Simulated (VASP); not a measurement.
Set up this calculation in VASP 6.6.1, as the native input.

```
Task                   : single point
Functional             : PBE
Potentials or basis    : VASP PAW PBE potentials, release 64 (C, H)
Cutoff                 : 520 eV
k mesh                 : 6 × 3 × 1
Occupations            : gaussian, width 0.1 eV
Spin                   : no spin polarisation
Dipole correction      : yes
Further INCAR settings : ALGO = Normal; EDIFF = 1e-07; NBANDS = 38
```

The structure of HC6 lies in POSCAR:

```
HC6
1.0
    4.9326910638      0.0000000000      0.0000000000
    0.0000000000      8.5222964205      0.0000000000
    0.0000000000      0.0000000000     22.9416055954
C H
12 2
Direct
    0.0000000000      0.0000000000      0.1743557130
    0.5000000000      0.0000000000      0.1743557130
    0.2500000000      0.0000000000      0.2053898368
    0.7500000000      0.0000000000      0.2053898368
    0.2500000000      0.0000000000      0.2674580844
    0.7500000000      0.0000000000      0.2674580844
    0.0000000000      0.0000000000      0.2977124344
    0.5000000000      0.0000000000      0.2977124344
    0.0000000000      0.0000000000      0.3626190265
    0.5000000000      0.0000000000      0.3626190265
    0.2500000000      0.0000000000      0.3897550046
    0.7500000000      0.0000000000      0.3897550046
    0.1302884688      0.0000000000      0.4791123075
    0.3697115312      0.0000000000      0.4791123075
```

These files were run (other wordings do the same):

INCAR

```
SYSTEM = HC6
PREC = Accurate
ENCUT = 520
EDIFF = 1E-7
ISMEAR = 0
SIGMA = 0.1
LREAL = .FALSE.
LASPH = .TRUE.
NELM = 100
ALGO = Normal
ISIF = 2
LWAVE = .FALSE.
LCHARG = .FALSE.
LDIPOL = .TRUE.
IDIPOL = 3
DIPOL = 0.5 0.5 0.311
GGA = PE
NBANDS = 38
```

KPOINTS

```
Automatic mesh
0
G
  6 3 1
  0 0 0
```

Potentials or basis: VASP PAW PBE potentials, release 64 (C, H).

Launch:

```console
$ cat potpaw_PBE.64/C/POTCAR potpaw_PBE.64/H/POTCAR > POTCAR
$ mpirun -np 1 vasp_std > vasp.out
```

Results of the run:

| Item | Value |
| --- | --- |
| Largest force | 3.593 eV/Å |
| Band gap on the k mesh | 0.03 eV |

Run time: 13 min on 1 thread of Oxide Virtual Turin-like Processor, on a shared host, peak memory 0.92 GiB.
